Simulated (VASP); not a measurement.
# Be2ZnSe3 (P6_3mc) in VASP: relaxation of cell and atoms with PBE

Aim: the relaxation of cell and atoms of Be2ZnSe3 with PBE.

All numbers are computed with VASP 6.6.1; they aren't measurements. Logs are shortened: lines on timing, memory, paths and dates and some standing lists are left out, and cuts for length are marked.

**1. The cell of the first run**

Symmetry: P6_3mc, No. 186, hexagonal system. Conventional cell: a = 3.779 Å, b = 3.779 Å, c = 18.792 Å, α = 90.00°, β = 90.00°, γ = 120.00°. Within 3.0 Å of Be (site symmetry 3m) lie 4 Se at 2.23 to 2.30 Å. Within 3.0 Å of Be (site symmetry 3m) lie 4 Se at 2.25 to 2.30 Å. Within 3.2 Å of Zn (site symmetry 3m) lie 4 Se at 2.41 to 2.46 Å. Se (site symmetry 3m) has 1 Be at 2.23 Å and 3 Zn at 2.41 Å within 3.0 Å. Within 3.0 Å of Se (site symmetry 3m) lie 4 Be at 2.25 to 2.30 Å. Within 3.0 Å of Se (site symmetry 3m) lie 3 Be at 2.30 Å and 1 Zn at 2.46 Å.

**2. Relaxation of cell and atoms, PBE**

File INCAR:

```
SYSTEM = Be2ZnSe3
PREC = Accurate
ENCUT = 600
EDIFF = 1E-7
ISMEAR = 0
SIGMA = 0.02
LREAL = .FALSE.
LASPH = .TRUE.
NELM = 100
ALGO = Normal
ISIF = 3
LWAVE = .FALSE.
LCHARG = .FALSE.
GGA = PE
IBRION = 2
NSW = 100
EDIFFG = -0.01
```

File KPOINTS:

```
regular mesh
0
G
  12 12 2
  0 0 0
```

File POSCAR:

```
Be2ZnSe3
1.0
    3.7791019000      0.0000000000      0.0000000000
   -1.8895509000      3.2727982000      0.0000000000
    0.0000000000      0.0000000000     18.7915901000
Be Zn Se
4 2 6
Direct
    0.3333333000      0.6666667000      0.9959680000
    0.3333333000      0.6666667000      0.3379140000
    0.6666667000      0.3333333000      0.4959680000
    0.6666667000      0.3333333000      0.8379140000
    0.3333333000      0.6666667000      0.6688420000
    0.6666667000      0.3333333000      0.1688420000
    0.3333333000      0.6666667000      0.1149010000
    0.3333333000      0.6666667000      0.4576940000
    0.3333333000      0.6666667000      0.7996820000
    0.6666667000      0.3333333000      0.2996820000
    0.6666667000      0.3333333000      0.6149010000
    0.6666667000      0.3333333000      0.9576940000
```

Potentials or basis: VASP PAW PBE potentials, release 64 (Be, Zn, Se).

Run with:

```bash
> cat potpaw_PBE.64/Be/POTCAR potpaw_PBE.64/Zn/POTCAR potpaw_PBE.64/Se/POTCAR > POTCAR
> mpirun -np 1 vasp_std > vasp.out
```

OUTCAR:

```text
SYSTEM = Be2ZnSe3
   PREC = Accurate
   ENCUT = 600
   EDIFF = 1E-7
   ISMEAR = 0
   LREAL = .FALSE.
   LASPH = .TRUE.
   NELM = 100
   ISIF = 3
   GGA = PE
   IBRION = 2
   NSW = 100
   EDIFFG = -0.01

 ion  position               nearest neighbor table
   1  0.333  0.667  0.996-   7 2.23  12 2.30  12 2.30  12 2.30
   2  0.333  0.667  0.338-   8 2.25  10 2.30  10 2.30  10 2.30
   3  0.667  0.333  0.496-  11 2.23   8 2.30   8 2.30   8 2.30
   4  0.667  0.333  0.838-  12 2.25   9 2.30   9 2.30   9 2.30
   5  0.333  0.667  0.669-  11 2.41  11 2.41  11 2.41   9 2.46
   6  0.667  0.333  0.169-   7 2.41   7 2.41   7 2.41  10 2.46
   7  0.333  0.667  0.115-   1 2.23   6 2.41   6 2.41   6 2.41
   8  0.333  0.667  0.458-   2 2.25   3 2.30   3 2.30   3 2.30
   9  0.333  0.667  0.800-   4 2.30   4 2.30   4 2.30   5 2.46
  10  0.667  0.333  0.300-   2 2.30   2 2.30   2 2.30   6 2.46
  11  0.667  0.333  0.615-   3 2.23   5 2.41   5 2.41   5 2.41
  12  0.667  0.333  0.958-   4 2.25   1 2.30   1 2.30   1 2.30

  LATTYP: Found a hexagonal cell.
 ALAT       =     3.7791019000
 C/A-ratio  =     4.9725015618

  Lattice vectors:

 A1 = (   3.7791019000,   0.0000000000,   0.0000000000)
 A2 = (  -1.8895509000,   3.2727982000,   0.0000000000)
 A3 = (   0.0000000000,   0.0000000000,  18.7915901000)

Analysis of symmetry for initial positions (statically):
=====================================================================
 Subroutine PRICEL returns:
 Original cell was already a primitive cell.

 Routine SETGRP: Setting up the symmetry group for a
 hexagonal supercell.

 Subroutine GETGRP returns: Found 12 space group operations
 (whereof  6 operations were pure point group operations)
 out of a pool of 24 trial point group operations.

The static configuration has the point symmetry C_3v.
 The point group associated with its full space group is C_6v.

Analysis of symmetry for dynamics (positions and initial velocities):
=====================================================================
 Subroutine PRICEL returns:
 Original cell was already a primitive cell.

 Routine SETGRP: Setting up the symmetry group for a
 hexagonal supercell.

 Subroutine GETGRP returns: Found 12 space group operations
 (whereof  6 operations were pure point group operations)
 out of a pool of 24 trial point group operations.

The dynamic configuration has the point symmetry C_3v.
 The point group associated with its full space group is C_6v.

 Subroutine INISYM returns: Found 12 space group operations
 (whereof  6 operations are pure point group operations),
 and found     1 'primitive' translations

----------------------------------------------------------------------------------------

                                     Primitive cell

  volume of cell :     232.4189

  direct lattice vectors                    reciprocal lattice vectors
     3.779101900  0.000000000  0.000000000     0.264613135  0.152774463  0.000000000
    -1.889550900  3.272798200  0.000000000     0.000000000  0.305548934  0.000000000
     0.000000000  0.000000000 18.791590100     0.000000000  0.000000000  0.053215294

  length of vectors
     3.779101900  3.779101833 18.791590100     0.305548928  0.305548934  0.053215294

  position of ions in fractional coordinates (direct lattice)
     0.333333300  0.666666700  0.995968000
     0.333333300  0.666666700  0.337914000
     0.666666700  0.333333300  0.495968000
     0.666666700  0.333333300  0.837914000
     0.333333300  0.666666700  0.668842000
[... 120 lines left out ...]
   LHFCALC =     F    Hartree Fock is set to
   AEXX    =    0.0000 exact exchange contribution
   IVDW    =     0    specifies the selected vdW correction
   LEPSILON=     F    determine dielectric tensor
   LRPA    =     F    only Hartree local field effects (RPA)
 conjugate gradient relaxation of ions
 non-spin polarized calculation
 Gauss-broadening in eV      SIGMA  =   0.02
  energy-cutoff  :      600.00
  volume of cell :      232.42
 maximum number of plane-waves:      7816
   NGX = 15   NGY = 15   NGZ = 75

--------------------------------------- Ionic step        1  -------------------------------------------

 number of electron      68.0000001 magnetization

 Free energy of the ion-electron system (eV)
  ---------------------------------------------------
  ext. energy  EPLUGINS =         0.00000000
  ---------------------------------------------------
  free energy    TOTEN  =       -46.91715439 eV

  energy without entropy =      -46.91715439  energy(sigma->0) =      -46.91715439

------------------------ aborting loop because EDIFF is reached ----------------------------------------

  FORCE on cell =-STRESS in cart. coord.  units (eV):
  Direction    XX          YY          ZZ          XY          YZ          ZX
  --------------------------------------------------------------------------------------
  -------------------------------------------------------------------------------------
  Total        0.2727882      0.2727882      0.2712129      0.0000000      0.0000000      0.0000000
  in kB        1.8804632      1.8804632      1.8696040      0.0000000      0.0000000      0.0000000
  external PRESSURE =       1.8768435 kB  Pullay stress =       0.0000000 kB

 VOLUME and BASIS-vectors are now :
 -----------------------------------------------------------------------------
  energy-cutoff  :      600.00
  volume of cell :      232.42
      direct lattice vectors                 reciprocal lattice vectors
     3.779101900  0.000000000  0.000000000     0.264613135  0.152774463  0.000000000
    -1.889550900  3.272798200  0.000000000     0.000000000  0.305548934  0.000000000
     0.000000000  0.000000000 18.791590100     0.000000000  0.000000000  0.053215294

 POSITION                                       TOTAL-FORCE (eV/Angst)
 -----------------------------------------------------------------------------------
     -0.00000      2.18187     18.71582        -0.000000     -0.000000     -0.005057
     -0.00000      2.18187      6.34994        -0.000000      0.000000     -0.004929
      1.88955      1.09093      9.32003        -0.000000      0.000000     -0.005057
      1.88955      1.09093     15.74574         0.000000      0.000000     -0.004929
     -0.00000      2.18187     12.56860         0.000000      0.000000      0.012652
      1.88955      1.09093      3.17281        -0.000000      0.000000      0.012652
     -0.00000      2.18187      2.15917         0.000000     -0.000000     -0.013485
     -0.00000      2.18187      8.60080        -0.000000      0.000000     -0.000854
     -0.00000      2.18187     15.02730         0.000000     -0.000000      0.011674
      1.88955      1.09093      5.63150        -0.000000      0.000000      0.011674
      1.88955      1.09093     11.55497        -0.000000      0.000000     -0.013485
      1.88955      1.09093     17.99659        -0.000000     -0.000000     -0.000854
 -----------------------------------------------------------------------------------
    total drift:                                0.000027     -0.000016      0.003478

  FREE ENERGIE OF THE ION-ELECTRON SYSTEM (eV)
  ---------------------------------------------------
  free  energy   TOTEN  =       -46.9171543881 eV

  energy  without entropy=      -46.9171543881  energy(sigma->0) =      -46.91715439

--------------------------------------- Ionic step        2  -------------------------------------------

 number of electron      68.0000005 magnetization

 Free energy of the ion-electron system (eV)
  ---------------------------------------------------
  ext. energy  EPLUGINS =         0.00000000
  ---------------------------------------------------
  free energy    TOTEN  =       -46.91751238 eV

  energy without entropy =      -46.91751238  energy(sigma->0) =      -46.91751238

 E-fermi :   2.9624     XC(G=0):  -9.2914

 val. band max:        2.8236038535   @ k =   0.0000   0.0000   0.0000
 cond. band min:       5.2165051607   @ k =   0.5000   0.0000   0.0000
 fundamental gap:      2.3929013072
 Fermi energy:         2.9624056721

 k-point     1 :       0.0000    0.0000    0.0000
  band No.  band energies     occupation
      1     -10.9889      2.00000
      2     -10.8328      2.00000
      3     -10.6890      2.00000
      4     -10.3254      2.00000
      5     -10.1141      2.00000
      6      -9.8879      2.00000
[... 1045 lines left out ...]
     40       6.6703      0.00000
     41       7.6026      0.00000

 [... further k-points ...]

------------------------ aborting loop because EDIFF is reached ----------------------------------------

  FORCE on cell =-STRESS in cart. coord.  units (eV):
  Direction    XX          YY          ZZ          XY          YZ          ZX
  --------------------------------------------------------------------------------------
  -------------------------------------------------------------------------------------
  Total       -0.0543837     -0.0543837     -0.0698662     -0.0000000      0.0000000      0.0000000
  in kB       -0.3736650     -0.3736650     -0.4800437     -0.0000000      0.0000000      0.0000000
  external PRESSURE =      -0.4091246 kB  Pullay stress =       0.0000000 kB

 VOLUME and BASIS-vectors are now :
 -----------------------------------------------------------------------------
  energy-cutoff  :      600.00
  volume of cell :      233.18
      direct lattice vectors                 reciprocal lattice vectors
     3.783246324  0.000000000  0.000000000     0.264323260  0.152607103  0.000000000
    -1.891623112  3.276387376  0.000000000    -0.000000000  0.305214215  0.000000000
     0.000000000  0.000000000 18.812079247     0.000000000  0.000000000  0.053157335

 POSITION                                       TOTAL-FORCE (eV/Angst)
 -----------------------------------------------------------------------------------
     -0.00000      2.18426     18.73598        -0.000000      0.000000     -0.003690
     -0.00000      2.18426      6.35663        -0.000000      0.000000      0.002157
      1.89162      1.09213      9.32995        -0.000000      0.000000     -0.003690
      1.89162      1.09213     15.76267         0.000000      0.000000      0.002157
     -0.00000      2.18426     12.58292         0.000000      0.000000     -0.000724
      1.89162      1.09213      3.17688        -0.000000     -0.000000     -0.000724
     -0.00000      2.18426      2.16088        -0.000000     -0.000000      0.001946
     -0.00000      2.18426      8.61013        -0.000000      0.000000     -0.005217
     -0.00000      2.18426     15.04424         0.000000      0.000000      0.005527
      1.89162      1.09213      5.63821        -0.000000      0.000000      0.005527
      1.89162      1.09213     11.56692         0.000000      0.000000      0.001946
      1.89162      1.09213     18.01617        -0.000000     -0.000000     -0.005217
 -----------------------------------------------------------------------------------
    total drift:                                0.000027     -0.000016      0.003460

  FREE ENERGIE OF THE ION-ELECTRON SYSTEM (eV)
  ---------------------------------------------------
  free  energy   TOTEN  =       -46.9175123775 eV

  energy  without entropy=      -46.9175123775  energy(sigma->0) =      -46.91751238

 reached required accuracy - stopping structural energy minimisation
```

Wall time 29 min (1 thread of Oxide Virtual Turin-like, shared host); peak memory 0.6 GiB.

What came out:

```yaml
Free_energy: -46.9175 eV
Relaxed_volume: 19.43 Å³/atom
Relaxed_cell: a = 3.783 Å, b = 3.783 Å, c = 18.812 Å, α = 90.00°, β = 90.00°, γ = 120.00°
Space_group_after_relaxing_to_0.1_Å: P6_3mc (No. 186)
Energy_gained_by_relaxing: 0.0 meV/atom
Ionic_steps: 2
Pressure_after_relaxing: 0.0 GPa
Largest_force_after_relaxing: 0.006 eV/Å
Band_gap_on_the_k_mesh: 2.39 eV (least direct gap 2.48 eV)
```

Forces on the atoms (eV/Å):
```
Be   0.000  0.000 -0.004
Be   0.000  0.000  0.002
Be   0.000  0.000 -0.004
Be   0.000  0.000  0.002
Zn   0.000  0.000 -0.001
Zn   0.000  0.000 -0.001
Se   0.000  0.000  0.002
Se   0.000  0.000 -0.005
Se   0.000  0.000  0.006
Se   0.000  0.000  0.006
Se   0.000  0.000  0.002
Se   0.000  0.000 -0.005
```

The path:
| step | energy change (eV) | largest force (eV/Å) | pressure (GPa) | volume (Å³) |
| --- | --- | --- | --- | --- |
| 1 | 0.0000 | 0.0135 | 0.19 | 232.42 |
| 2 | -0.0004 | 0.0055 | -0.04 | 233.18 |

Final structure:
```yaml
crystal:
  lattice:
    - [3.78325, 0.00000, 0.00000]
    - [-1.89162, 3.27639, 0.00000]
    - [0.00000, 0.00000, 18.81208]
  atoms:
    - { symbol: Be, position: [0.33333, 0.66667, 0.99596] }
    - { symbol: Be, position: [0.33333, 0.66667, 0.33790] }
    - { symbol: Be, position: [0.66667, 0.33333, 0.49595] }
    - { symbol: Be, position: [0.66667, 0.33333, 0.83790] }
    - { symbol: Zn, position: [0.33333, 0.66667, 0.66887] }
    - { symbol: Zn, position: [0.66667, 0.33333, 0.16887] }
    - { symbol: Se, position: [0.33333, 0.66667, 0.11487] }
    - { symbol: Se, position: [0.33333, 0.66667, 0.45769] }
    - { symbol: Se, position: [0.33333, 0.66667, 0.79971] }
    - { symbol: Se, position: [0.66667, 0.33333, 0.29971] }
    - { symbol: Se, position: [0.66667, 0.33333, 0.61487] }
    - { symbol: Se, position: [0.66667, 0.33333, 0.95769] }
```

Levels at points of the mesh, in eV from the valence-band top:
| k point | band 30 | band 31 | band 32 | band 33 | band 34 | band 35 | band 36 | band 37 | band 38 | band 39 |
| --- | --- | --- | --- | --- | --- | --- | --- | --- | --- | --- |
| (0.00, 0.00, 0.00) | -0.56 | -0.08 | -0.08 | 0.00 | 0.00 | 2.48 | 3.02 | 3.18 | 3.46 | 3.52 |
| (0.50, 0.00, 0.00) | -2.08 | -1.99 | -1.78 | -1.26 | -1.06 | 2.39 | 2.79 | 2.94 | 3.26 | 3.35 |
| (0.00, 0.00, 0.50) | -0.97 | -0.04 | -0.04 | -0.04 | -0.04 | 2.92 | 2.92 | 3.21 | 3.21 | 3.58 |
| (0.50, 0.00, 0.50) | -2.13 | -2.09 | -2.09 | -1.15 | -1.15 | 2.71 | 2.71 | 2.98 | 2.98 | 3.56 |
